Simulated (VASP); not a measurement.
# TiAl3Ni2 (P4/mmm) in VASP: a series of runs, part 2 of 3

VASP 6.6.1. The steps go on from the part before.

## (4) Single point, PBE, collinear spin, ferromagnetic start

This run uses another cell than the first one, of 13.54 Å³/atom.

Contents of INCAR:

```
SYSTEM = TiAl3Ni2
  PREC = Accurate
  ENCUT = 520
  EDIFF = 1E-7
  ISMEAR = 0
  SIGMA = 0.1
  LREAL = .False.
  LASPH = .True.
  NELM = 150
  ALGO = Fast
  ISIF = 2
  LWAVE = .False.
  LCHARG = .False.
  ISPIN = 2
  MAGMOM = 0 0 0 0 2 2
  LORBIT = 11
  LMAXMIX = 4
  GGA = PE
  NBANDS = 34
```

Contents of KPOINTS:

```
regular mesh
0
Gamma
  6 6 2
  0 0 0
```

Contents of POSCAR:

```
TiAl3Ni2
1.0
    3.0027439100      0.0000000000      0.0000000000
    0.0000000000      3.0027439100      0.0000000000
    0.0000000000      0.0000000000      9.0082317200
Ti Al Ni
1 3 2
Direct
    0.0000000000      0.0000000000      0.5000000000
    0.5000000000      0.5000000000      0.0000000000
    0.5000000000      0.5000000000      0.3333333300
    0.5000000000      0.5000000000      0.6666666700
    0.0000000000      0.0000000000      0.8333333300
    0.0000000000      0.0000000000      0.1666666700
```

Potentials or basis: VASP PAW PBE potentials, release 64 (Ti_sv, Al, Ni).

Launch:

```
> cat potpaw_PBE.64/Ti_sv/POTCAR potpaw_PBE.64/Al/POTCAR potpaw_PBE.64/Ni/POTCAR > POTCAR
> mpirun -np 1 vasp_std > vasp.out
```

OUTCAR:

```text
SYSTEM = TiAl3Ni2
   PREC = Accurate
   ENCUT = 520
   EDIFF = 1E-7
   ISMEAR = 0
   LREAL = .False.
   LASPH = .True.
   NELM = 150
   ISIF = 2
   ISPIN = 2
   LORBIT = 11
   GGA = PE

 ion  position               nearest neighbor table
   1  0.000  0.000  0.500-   3 2.60   4 2.60   3 2.60   4 2.60   3 2.60   4 2.60   3 2.60   4 2.60
                             5 3.00   6 3.00
   2  0.500  0.500  0.000-   5 2.60   6 2.60   5 2.60   6 2.60   5 2.60   6 2.60   5 2.60   6 2.60
                             3 3.00   4 3.00
   3  0.500  0.500  0.333-   6 2.60   6 2.60   6 2.60   6 2.60   1 2.60   1 2.60   1 2.60   1 2.60
                             2 3.00   4 3.00
   4  0.500  0.500  0.667-   5 2.60   5 2.60   5 2.60   5 2.60   1 2.60   1 2.60   1 2.60   1 2.60
                             2 3.00   3 3.00
   5  0.000  0.000  0.833-   4 2.60   4 2.60   4 2.60   4 2.60   2 2.60   2 2.60   2 2.60   2 2.60
                             1 3.00   6 3.00
   6  0.000  0.000  0.167-   3 2.60   3 2.60   3 2.60   3 2.60   2 2.60   2 2.60   2 2.60   2 2.60
                             1 3.00   5 3.00

  LATTYP: Found a simple tetragonal cell.
 ALAT       =     3.0027439100
 C/A-ratio  =     2.9999999967

  Lattice vectors:

 A1 = (   3.0027439100,   0.0000000000,   0.0000000000)
 A2 = (   0.0000000000,   3.0027439100,   0.0000000000)
 A3 = (   0.0000000000,   0.0000000000,   9.0082317200)

Analysis of symmetry for initial positions (statically):
=====================================================================
 Subroutine PRICEL returns:
 Original cell was already a primitive cell.

 Routine SETGRP: Setting up the symmetry group for a
 simple tetragonal supercell.

 Subroutine GETGRP returns: Found 16 space group operations
 (whereof 16 operations were pure point group operations)
 out of a pool of 16 trial point group operations.

The static configuration has the point symmetry D_4h.

Analysis of symmetry for dynamics (positions and initial velocities):
[... 191 lines left out ...]
      1     -47.2440      1.00000
      2     -23.6137      1.00000
      3     -23.4065      1.00000
      4     -23.4065      1.00000
      5      -0.9918      1.00000
      6       0.8027      1.00000
[... 689 lines left out ...]
     31      13.7517      0.00000
     32      14.5334      0.00000
 Fermi energy:         9.2571405831

 spin component 2

 k-point     1 :       0.0000    0.0000    0.0000
  band No.  band energies     occupation
      1     -47.2440      1.00000
      2     -23.6137      1.00000
      3     -23.4065      1.00000
      4     -23.4065      1.00000
      5      -0.9918      1.00000
      6       0.8027      1.00000
[... 689 lines left out ...]
     31      13.7506      0.00000
     32      14.5334      0.00000
 [bands above 32 left out]

------------------------ aborting loop because EDIFF is reached ----------------------------------------

  FORCE on cell =-STRESS in cart. coord.  units (eV):
  Direction    XX          YY          ZZ          XY          YZ          ZX
  --------------------------------------------------------------------------------------
  -------------------------------------------------------------------------------------
  Total       -0.6536629     -0.6536629      2.3179524      0.0000000     -0.0000000      0.0000000
  in kB      -12.8940176    -12.8940176     45.7234464      0.0000000     -0.0000000      0.0000000
  external PRESSURE =       6.6451371 kB  Pullay stress =       0.0000000 kB

 VOLUME and BASIS-vectors are now :
 -----------------------------------------------------------------------------
  energy-cutoff  :      520.00
  volume of cell :       81.22
      direct lattice vectors                 reciprocal lattice vectors
     3.002743910  0.000000000  0.000000000     0.333028733  0.000000000  0.000000000
     0.000000000  3.002743910  0.000000000     0.000000000  0.333028733  0.000000000
     0.000000000  0.000000000  9.008231720     0.000000000  0.000000000  0.111009578

 POSITION                                       TOTAL-FORCE (eV/Angst)
 -----------------------------------------------------------------------------------
      0.00000      0.00000      4.50412        -0.000000     -0.000000      0.000000
      1.50137      1.50137      0.00000        -0.000000     -0.000000      0.000000
      1.50137      1.50137      3.00274        -0.000000      0.000000     -2.468740
      1.50137      1.50137      6.00549         0.000000     -0.000000      2.468740
      0.00000      0.00000      7.50686        -0.000000     -0.000000      0.283879
      0.00000      0.00000      1.50137        -0.000000     -0.000000     -0.283879
 -----------------------------------------------------------------------------------
    total drift:                                0.000000      0.000000      0.000000

  FREE ENERGIE OF THE ION-ELECTRON SYSTEM (eV)
  ---------------------------------------------------
  free  energy   TOTEN  =       -32.5707787970 eV

  energy  without entropy=      -32.5564107213  energy(sigma->0) =      -32.56359476

 total charge

# of ion       s       p       d       tot
------------------------------------------
    1        2.218   6.170   2.097  10.485
    2        0.378   0.363   0.000   0.741
    3        0.419   0.416   0.000   0.835
    4        0.419   0.416   0.000   0.835
    5        0.434   0.420   8.425   9.278
    6        0.434   0.420   8.425   9.278
--------------------------------------------------
tot          4.301   8.206  18.946  31.453

 magnetization (x)

# of ion       s       p       d       tot
------------------------------------------
    1        0.000   0.000  -0.000  -0.000
    2       -0.000   0.000   0.000  -0.000
    3       -0.000  -0.000   0.000  -0.000
    4       -0.000  -0.000   0.000  -0.000
    5       -0.000  -0.000   0.000   0.000
    6       -0.000  -0.000   0.000   0.000
--------------------------------------------------
tot         -0.000   0.000   0.000   0.000
```

Run time: 85 s. Hardware: 1 thread of Intel Xeon 6975P-C (Granite Rapids), shared host; peak memory 0.27 GiB.

What came out:

```yaml
Free_energy: -32.5708 eV
Pressure: 0.7 GPa
Largest_force: 2.469 eV/Å
Net_moment: 0.00 μB per cell
Valence_electrons_inside_the_program's_atomic_spheres: Ti 10.48; Al 0.74, 0.83 (each value once); Ni 9.28
```

Forces in eV/Å, atoms in the order of the input:
```
Ti   0.000  0.000  0.000
Al   0.000  0.000  0.000
Al   0.000  0.000 -2.469
Al   0.000  0.000  2.469
Ni   0.000  0.000  0.284
Ni   0.000  0.000 -0.284
```

Stress tensor (GPa, compression positive):
```
-1.29  0.00  0.00
 0.00 -1.29  0.00
 0.00  0.00  4.57
```

Levels at points of the mesh, in eV from the Fermi level:
Spin up:
| k point | band 17 | band 18 | band 19 | band 20 | band 21 | band 22 | band 23 | band 24 |
| --- | --- | --- | --- | --- | --- | --- | --- | --- |
| (0.00, 0.00, 0.00) | -1.40 | -1.36 | -1.24 | -0.30 | 1.17 | 1.17 | 2.23 | 2.43 |
| (0.50, 0.00, 0.00) | -1.76 | -1.53 | -1.25 | -0.93 | -0.77 | -0.57 | 0.58 | 1.66 |
| (0.50, 0.50, 0.00) | -1.31 | -0.96 | -0.95 | 0.04 | 1.12 | 1.12 | 1.35 | 1.59 |
| (0.00, 0.00, 0.50) | -1.40 | -1.36 | -1.23 | 0.25 | 1.14 | 1.14 | 2.22 | 2.43 |
| (0.50, 0.00, 0.50) | -1.78 | -1.51 | -1.43 | -1.31 | -0.70 | -0.56 | 0.58 | 1.65 |
| (0.50, 0.50, 0.50) | -0.95 | -0.75 | -0.75 | 0.08 | 0.08 | 0.20 | 1.26 | 1.82 |
Spin down:
```csv
k point,band 16,band 17,band 18,band 19,band 20,band 21,band 22,band 23,band 24,band 25
"(0.00, 0.00, 0.00)",-1.65,-1.40,-1.36,-1.24,-0.30,1.17,1.17,2.23,2.43,5.04
"(0.50, 0.00, 0.00)",-1.89,-1.76,-1.53,-1.25,-0.93,-0.77,-0.57,0.58,1.66,2.89
"(0.50, 0.50, 0.00)",-1.31,-1.31,-0.96,-0.95,0.04,1.12,1.12,1.35,1.59,1.59
"(0.00, 0.00, 0.50)",-1.61,-1.40,-1.36,-1.23,0.25,1.14,1.14,2.22,2.43,3.95
"(0.50, 0.00, 0.50)",-1.90,-1.78,-1.51,-1.43,-1.31,-0.70,-0.55,0.58,1.65,2.22
"(0.50, 0.50, 0.50)",-0.96,-0.95,-0.75,-0.75,0.08,0.08,0.20,1.26,1.82,2.32
```

Caveat: forces of over 1 eV/Å act on the atoms, so gaps and moduli don't describe the material at rest.

(Continued in part 3 of 3.)
